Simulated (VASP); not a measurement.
Wanted: the native input for a VASP 6.6.1 run.

```
Task                   : single point
Functional             : r2SCAN
Potentials or basis    : VASP PAW PBE potentials, release 64 (Fe, Ni)
Cutoff                 : 520 eV
k mesh                 : 13 × 13 × 9
Occupations            : fermi-dirac, width 0.1 eV
Spin                   : no spin polarisation
Dipole correction      : no
Further INCAR settings : ALGO = Normal; EDIFF = 1e-06; NBANDS = 16
```

Crystal: FeNi.

```xyz
2
Lattice="2.5298 0.0000 0.0000 0.0000 2.5298 0.0000 0.0000 0.0000 3.5774" Properties=species:S:1:pos:R:3 pbc="T T T"
Fe    0.0000    0.0000    0.0000
Ni    1.2649    1.2649    1.7887
```

One way to write it, as run:

POSCAR

```
FeNi
1.0
    2.5297590000      0.0000000000      0.0000000000
    0.0000000000      2.5297590000      0.0000000000
    0.0000000000      0.0000000000      3.5774170000
Fe Ni
1 1
Direct
    0.0000000000      0.0000000000      0.0000000000
    0.5000000000      0.5000000000      0.5000000000
```

INCAR.step1

```
PREC = Accurate
ENCUT = 520
ISMEAR = -1
SIGMA = 0.1
LREAL = F
LASPH = T
NELM = 100
NBANDS = 16
GGA = PE
ALGO = Normal
EDIFF = 1E-4
LWAVE = T
LCHARG = F
```

INCAR.step2

```
PREC = Accurate
ENCUT = 520
EDIFF = 1E-6
ISMEAR = -1
SIGMA = 0.1
LREAL = F
LASPH = T
NELM = 100
ALGO = Normal
ISIF = 2
LWAVE = F
LCHARG = F
METAGGA = R2SCAN
LMIXTAU = T
NBANDS = 16
ISTART = 1
```

KPOINTS

```
Automatic mesh
0
Gamma
  13 13 9
```

Potentials or basis: VASP PAW PBE potentials, release 64 (Fe, Ni).

The run is started by

```bash
$ cat potpaw_PBE.64/Fe/POTCAR potpaw_PBE.64/Ni/POTCAR > POTCAR
$ cp INCAR.step1 INCAR
$ mpirun -np 1 vasp_std > vasp.out
$ cp INCAR.step2 INCAR
$ mpirun -np 1 vasp_std > vasp.out
```

It gave:

| Item | Value |
| --- | --- |
| Pressure | -23.0 GPa |
| Band gap on the k mesh | zero (bands 9 and 10 overlap by 0.92 eV) |

Caveat: the cell stands under tension; the PAW data sets were made with another functional, which shifts forces and pressure a little; the run has no spin polarisation, though such a crystal can be magnetic.

Run time: 4 min on 1 thread of Intel Xeon 8259CL, with other jobs on the host, peak memory 0.18 GiB.
